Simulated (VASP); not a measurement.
AlSn, 2 atoms in the cell. Symmetry: P-6m2, No. 187, hexagonal system. The conventional cell has a = 4.087 Å, b = 4.087 Å, c = 3.558 Å, α = 90.00°, β = 90.00°, γ = 120.00°. Sn (site symmetry -6m2) has 6 Al at 2.96 Å and 2 Sn at 3.56 Å within 3.9 Å. Al (site symmetry -6m2) has 6 Sn at 2.96 Å and 2 Al at 3.56 Å within 3.9 Å. 

```yaml
Program: VASP 6.6.1
Task: single point
Functional: B3LYP
Potentials_or_basis: VASP PAW PBE potentials, release 64 (Sn_d, Al)
Cutoff: 520 eV
k_mesh: 4 × 4 × 4
Occupations: fermi-dirac, width 0.05 eV
Spin: no spin polarisation
Dipole_correction: no
Grid_for_exact_exchange_PRECFOCK: Normal
Further_INCAR_settings: ALGO = Normal; EDIFF = 1e-07; NBANDS = 16
Share_of_exact_exchange: 0.2
```

Potentials or basis: VASP PAW PBE potentials, release 64 (Sn_d, Al).

Command:

```sh
$ cat potpaw_PBE.64/Sn_d/POTCAR potpaw_PBE.64/Al/POTCAR > POTCAR
$ cp INCAR.step1 INCAR
$ mpirun -np 1 vasp_std > vasp.out
$ cp INCAR.step2 INCAR
$ mpirun -np 1 vasp_std > vasp.out
```

Hardware: 1 thread of AMD EPYC 7R43 64-Core Processor (Zen 3) (shared host).

Task: Estimate the wall time of this run.

Result: Wall time 22 min on 1 thread of AMD EPYC 7R43 64-Core Processor (Zen 3), with other jobs on the host, peak memory 0.14 GiB. Counts: k points 12.
